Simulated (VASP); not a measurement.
# GaN in VASP: a series of runs

Runs on GaN. Level: r2SCAN. Tasks: single point.

Program: VASP 6.6.1. These are calculated values, not measurements. Logs are shortened: lines on timing, memory, paths and dates and some standing lists are left out, and cuts for length are marked.

## (1) The cell of the first run

Symmetry: R3m, No. 160, trigonal system. The conventional cell has a = 3.180 Å, b = 3.180 Å, c = 8.038 Å, α = 90.00°, β = 90.00°, γ = 120.00°. Ga (site symmetry 3m) has 4 N at 1.96 to 1.99 Å within 2.6 Å. N (site symmetry 3m) has 4 Ga at 1.96 to 1.99 Å within 2.6 Å.

## (2) Single point, r2SCAN (strain along [111] +3.2%)

POSCAR reads:

```
GaN
1.0
    0.0475278637      2.2964804052      2.2964804052
    2.2964804052      0.0475278637      2.2964804052
    2.2964804052      2.2964804052      0.0475278637
Ga N
1 1
Direct
    0.0011993600      0.0011993600      0.0011993600
    0.2488006400      0.2488006400      0.2488006400
```

INCAR.step1 reads:

```
PREC     = Accurate       # precision mode
ENCUT    = 520            # plane-wave cutoff, eV
ISMEAR   = 0              # smearing method
SIGMA    = 0.01           # smearing width, eV
LREAL    = F              # projectors in reciprocal space
LASPH    = T              # aspherical terms in the spheres
NELM     = 80             # most SCF steps
NBANDS   = 16             # bands
GGA      = PE             # functional
ALGO     = Normal         # electronic algorithm
EDIFF    = 1E-4           # SCF threshold, eV
LWAVE    = T              # write WAVECAR
LCHARG   = F              # write CHGCAR
```

INCAR.step2 reads:

```
PREC     = Accurate       # precision mode
ENCUT    = 520            # plane-wave cutoff, eV
EDIFF    = 1E-6           # SCF threshold, eV
ISMEAR   = 0              # smearing method
SIGMA    = 0.01           # smearing width, eV
LREAL    = F              # projectors in reciprocal space
LASPH    = T              # aspherical terms in the spheres
NELM     = 80             # most SCF steps
ALGO     = Normal         # electronic algorithm
ISIF     = 2              # what is computed and relaxed
LWAVE    = F              # write WAVECAR
LCHARG   = F              # write CHGCAR
METAGGA  = R2SCAN         # meta-GGA
LMIXTAU  = T            
NBANDS   = 16             # bands
ISTART   = 1
```

KPOINTS reads:

```
Automatic mesh
0
Gamma
  10 10 10
```

Potentials or basis: VASP PAW PBE potentials, release 64 (Ga_d, N).

Started as:

```console
$ cat potpaw_PBE.64/Ga_d/POTCAR potpaw_PBE.64/N/POTCAR > POTCAR
$ cp INCAR.step1 INCAR
$ mpirun -np 1 vasp_std > vasp.out
$ cp INCAR.step2 INCAR
$ mpirun -np 1 vasp_std > vasp.out
```

OUTCAR:

```text
PREC = Accurate
   ENCUT = 520
   EDIFF = 1E-6
   ISMEAR = 0
   LREAL = F
   LASPH = T
   NELM = 80
   ISIF = 2
   METAGGA = R2SCAN
   ISTART = 1

 ion  position               nearest neighbor table
   1  0.001  0.001  0.001-   2 1.96   2 1.96   2 1.96   2 1.99
   2  0.249  0.249  0.249-   1 1.96   1 1.96   1 1.96   1 1.99

  LATTYP: Found a trigonal (rhomboedric) cell.
 ALAT       =     3.2480614835
 COS(alpha) =     0.5205844697

  Lattice vectors:

 A1 = (   0.0475278637,   2.2964804052,   2.2964804052)
 A2 = (   2.2964804052,   0.0475278637,   2.2964804052)
 A3 = (   2.2964804052,   2.2964804052,   0.0475278637)

Analysis of symmetry for initial positions (statically):
=====================================================================
 Subroutine PRICEL returns:
 Original cell was already a primitive cell.

 Routine SETGRP: Setting up the symmetry group for a
 trigonal (rhombohedral) supercell.

 Subroutine GETGRP returns: Found  6 space group operations
 (whereof  6 operations were pure point group operations)
 out of a pool of 12 trial point group operations.

The static configuration has the point symmetry C_3v.

Analysis of symmetry for dynamics (positions and initial velocities):
=====================================================================
 Subroutine PRICEL returns:
 Original cell was already a primitive cell.

 Routine SETGRP: Setting up the symmetry group for a
 trigonal (rhombohedral) supercell.

 Subroutine GETGRP returns: Found  6 space group operations
 (whereof  6 operations were pure point group operations)
 out of a pool of 12 trial point group operations.

The dynamic configuration has the point symmetry C_3v.

 Subroutine INISYM returns: Found  6 space group operations
 (whereof  6 operations are pure point group operations),
 and found     1 'primitive' translations

----------------------------------------------------------------------------------------

                                     Primitive cell

  volume of cell :      23.4706

  direct lattice vectors                    reciprocal lattice vectors
     0.047527864  2.296480405  2.296480405    -0.224602782  0.220048664  0.220048664
     2.296480405  0.047527864  2.296480405     0.220048664 -0.224602782  0.220048664
     2.296480405  2.296480405  0.047527864     0.220048664  0.220048664 -0.224602782

  length of vectors
     3.248061484  3.248061484  3.248061484     0.383782802  0.383782802  0.383782802

  position of ions in fractional coordinates (direct lattice)
     0.001199360  0.001199360  0.001199360
     0.248800640  0.248800640  0.248800640

  ion indices of the primitive-cell ions
   primitive index   ion index
                 1           1
                 2           2

----------------------------------------------------------------------------------------

 KPOINTS: Automatic mesh

Automatic generation of k-mesh.
 Grid dimensions read from file:
 generate k-points for:   10   10   10

 Generating k-lattice:

  Cartesian coordinates                     Fractional coordinates (reciprocal lattice)
    -0.022460278  0.022004866  0.022004866     0.100000000 -0.000000000 -0.000000000
     0.022004866 -0.022460278  0.022004866    -0.000000000  0.100000000 -0.000000000
     0.022004866  0.022004866 -0.022460278    -0.000000000 -0.000000000  0.100000000

  Length of vectors
     0.038378280  0.038378280  0.038378280

  Shift w.r.t. Gamma in fractional coordinates (k-lattice)
     0.000000000  0.000000000  0.000000000

 Subroutine IBZKPT returns following result:
 ===========================================

 Found    116 irreducible k-points:

 Following reciprocal coordinates:
            Coordinates               Weight
  0.000000  0.000000  0.000000      1.000000
  0.100000  0.000000 -0.000000      6.000000
  0.200000  0.000000 -0.000000      6.000000
  0.300000 -0.000000 -0.000000      6.000000
  0.400000 -0.000000 -0.000000      6.000000
  0.500000  0.000000 -0.000000      3.000000
[... 16 lines left out ...]
  0.300000  0.300000 -0.000000      6.000000
  0.400000  0.300000 -0.000000     12.000000
 [... further k-points ...]
   k-points           NKPTS =    116   k-points in BZ     NKDIM =    116   number of bands    NBANDS=     16
   number of dos      NEDOS =    301   number of ions     NIONS =      2
   total plane-waves  NPLWV =  13824
   dimension x,y,z NGX =    24 NGY =   24 NGZ =   24
   dimension x,y,z NGXF=    48 NGYF=   48 NGZF=   48
   ions per type =               1   1
   NGX,Y,Z   is equivalent  to a cutoff of  12.28, 12.28, 12.28 a.u.
   NGXF,Y,Z  is equivalent  to a cutoff of  24.57, 24.57, 24.57 a.u.
 SYSTEM =  unknown system
   PREC   = accura    normal or accurate (medium, high low for compatibility)
   ISTART =      1    job   : 0-new  1-cont  2-samecut
   ICHARG =      0    charge: 1-file 2-atom 10-const
   ISPIN  =      1    spin polarized calculation?
   LNONCOLLINEAR =      F non collinear calculations
   LSORBIT =      F    spin-orbit coupling
   LASPH  =      T    aspherical Exc in radial PAW
   ENCUT  =  520.0 eV  38.22 Ry    6.18 a.u.   6.04  6.04  6.04*2*pi/ulx,y,z
   NELM   =     80;   NELMIN=  2; NELMDL=  0     # of ELM steps
   EDIFF  = 0.1E-05   stopping-criterion for ELM
   LREAL  =      F    real-space projection
   EDIFFG = 0.1E-04   stopping-criterion for IOM
   NSW    =      0    number of steps for IOM
   IBRION =     -1    ionic relax: 0-MD 1-quasi-New 2-CG
   NFREE  =      0    steps in history (QN), initial steepest desc. (CG)
   ISIF   =      2    stress and relaxation
   ISYM   =      2    0-nonsym 1-usesym 2-fastsym
   POTIM  = 0.5000    time-step for ionic-motion
   TEBEG  =    0.0;   TEEND  =   0.0 temperature during run
   PSTRESS=    0.0 pullay stress
   NELECT =      18.0000    total number of electrons
   NUPDOWN=      -1.0000    fix difference up-down
   EMIN   =  10.00;   EMAX   =-10.00  energy-range for DOS
   EFERMI =   0.00;   METHOD = LEGACY
   ISMEAR =     0;   SIGMA  =   0.01  broadening in eV -4-tet -1-fermi 0-gaus
   EFERMI_NEDOS =   21; number of points for ismear=-14 and -15
   IALGO  =     38    algorithm
   IMIX   =      4    mixing-type and parameters
     AMIX     =   0.40;   BMIX     =  1.00
     AMIX_MAG =   1.60;   BMIX_MAG =  1.00
  volume/ion in A,a.u.               =      11.74        79.19
  Fermi-wavevector in a.u.,A,eV,Ry     =   1.498503  2.831760 30.552028  2.245511
  Thomas-Fermi vector in A             =   2.610253
   LORBIT       =      0    0 simple, 1 ext, 2 COOP (PROOUT), +10 PAW based schemes
   METAGGA = R2SCAN    functional components
   LHFCALC =     F    Hartree Fock is set to
   AEXX    =    0.0000 exact exchange contribution
   IVDW    =     0    specifies the selected vdW correction
   LEPSILON=     F    determine dielectric tensor
   LRPA    =     F    only Hartree local field effects (RPA)
 non-spin polarized calculation
 Gauss-broadening in eV      SIGMA  =   0.01
  energy-cutoff  :      520.00
  volume of cell :       23.47
 maximum number of plane-waves:       642
   NGX = 13   NGY = 13   NGZ = 13

 number of electron      17.9999999 magnetization

 Free energy of the ion-electron system (eV)
  ---------------------------------------------------
  ext. energy  EPLUGINS =         0.00000000
  ---------------------------------------------------
  free energy    TOTEN  =       -21.87322786 eV

  energy without entropy =      -21.87322786  energy(sigma->0) =      -21.87322786

 E-fermi :   4.9030     XC(G=0): -12.4873

 val. band max:        4.8130229190   @ k =   0.0000   0.0000   0.0000
 cond. band min:       6.6709769474   @ k =   0.0000   0.0000   0.0000
 fundamental gap:      1.8579540284
 Fermi energy:         4.9029999399

 k-point     1 :       0.0000    0.0000    0.0000
  band No.  band energies     occupation
      1     -11.7700      2.00000
      2      -9.0731      2.00000
      3      -9.0693      2.00000
      4      -9.0693      2.00000
      5      -8.7465      2.00000
      6      -8.7464      2.00000
[... 8 lines left out ...]
     15      24.1370      0.00000
     16      24.3850      0.00000

 k-point     2 :       0.1000    0.0000   -0.0000
  band No.  band energies     occupation
      1     -11.6631      2.00000
      2      -9.0592      2.00000
      3      -9.0552      2.00000
      4      -9.0279      2.00000
      5      -8.7481      2.00000
      6      -8.7474      2.00000
[... 8 lines left out ...]
     15      22.9885      0.00000
     16      22.9935      0.00000

 k-point     3 :       0.2000    0.0000   -0.0000
  band No.  band energies     occupation
      1     -11.3932      2.00000
      2      -9.0275      2.00000
      3      -9.0220      2.00000
      4      -8.8614      2.00000
      5      -8.7478      2.00000
      6      -8.7457      2.00000
[... 8 lines left out ...]
     15      21.8503      0.00000
     16      22.3183      0.00000

 k-point     4 :       0.3000   -0.0000   -0.0000
  band No.  band energies     occupation
      1     -11.1002      2.00000
      2      -8.9985      2.00000
      3      -8.9915      2.00000
      4      -8.7387      2.00000
      5      -8.7320      2.00000
      6      -8.4748      2.00000
[... 8 lines left out ...]
     15      22.2062      0.00000
     16      22.9755      0.00000
[... 324 lines left out ...]
 k-point    22 :      -0.2000    0.2000    0.0000
  band No.  band energies     occupation
      1     -11.0073      2.00000
      2      -8.9741      2.00000
      3      -8.9673      2.00000
      4      -8.7727      2.00000
      5      -8.7530      2.00000
      6      -8.3043      2.00000
[... 8 lines left out ...]
     15      22.8810      0.00000
     16      25.9137      0.00000

 k-point    23 :       0.3000    0.3000   -0.0000
  band No.  band energies     occupation
      1     -10.9321      2.00000
      2      -8.9042      2.00000
      3      -8.8909      2.00000
      4      -8.8826      2.00000
      5      -8.6984      2.00000
      6      -8.3103      2.00000
[... 8 lines left out ...]
     15      27.3222      0.00000
     16      27.7604      0.00000

 k-point    24 :       0.4000    0.3000   -0.0000
  band No.  band energies     occupation
      1     -10.8058      2.00000
      2      -8.9238      2.00000
      3      -8.8548      2.00000
      4      -8.8474      2.00000
      5      -8.6892      2.00000
      6      -7.8940      2.00000
[... 8 lines left out ...]
     15      27.5146      0.00000
     16      27.8323      0.00000

 [... further k-points ...]
[... 5 lines left out ...]
  --------------------------------------------------------------------------------------
  -------------------------------------------------------------------------------------
  Total       -0.6656034     -0.6656034     -0.6656034     -0.4882005     -0.4882005     -0.4882005
  in kB      -45.4361785    -45.4361785    -45.4361785    -33.3260984    -33.3260984    -33.3260984
  external PRESSURE =     -45.4361785 kB  Pullay stress =       0.0000000 kB

 VOLUME and BASIS-vectors are now :
 -----------------------------------------------------------------------------
  energy-cutoff  :      520.00
  volume of cell :       23.47
      direct lattice vectors                 reciprocal lattice vectors
     0.047527864  2.296480405  2.296480405    -0.224602782  0.220048664  0.220048664
     2.296480405  0.047527864  2.296480405     0.220048664 -0.224602782  0.220048664
     2.296480405  2.296480405  0.047527864     0.220048664  0.220048664 -0.224602782

 POSITION                                       TOTAL-FORCE (eV/Angst)
 -----------------------------------------------------------------------------------
      0.00557      0.00557      0.00557         0.005652      0.005652      0.005652
      1.15456      1.15456      1.15456        -0.005652     -0.005652     -0.005652
 -----------------------------------------------------------------------------------
    total drift:                               -0.005099     -0.005099     -0.005099

  FREE ENERGIE OF THE ION-ELECTRON SYSTEM (eV)
  ---------------------------------------------------
  free  energy   TOTEN  =       -21.8732278630 eV

  energy  without entropy=      -21.8732278630  energy(sigma->0) =      -21.87322786
```

Run time: 1.8 min. Hardware: 1 thread of Intel Xeon Platinum 8375C at 2.90GHz (Ice Lake), shared host; peak memory 0.17 GiB.

What came out:

```
Free energy            : -21.8732 eV
Pressure               : -4.5 GPa
Largest force          : 0.010 eV/Å
Band gap on the k mesh : 1.86 eV, direct
```

Forces in eV/Å, atoms in the order of the input:
```
Ga   0.006  0.006  0.006
N   -0.006 -0.006 -0.006
```

Stress tensor (GPa, compression positive):
```
-4.54 -3.33 -3.33
-3.33 -4.54 -3.33
-3.33 -3.33 -4.54
```

Caveat: the cell differs from its parent crystal (strain along [111] +3.2%); the PAW data sets were made with another functional, which shifts forces and pressure a little.

(Continued in part 2 of 2.)
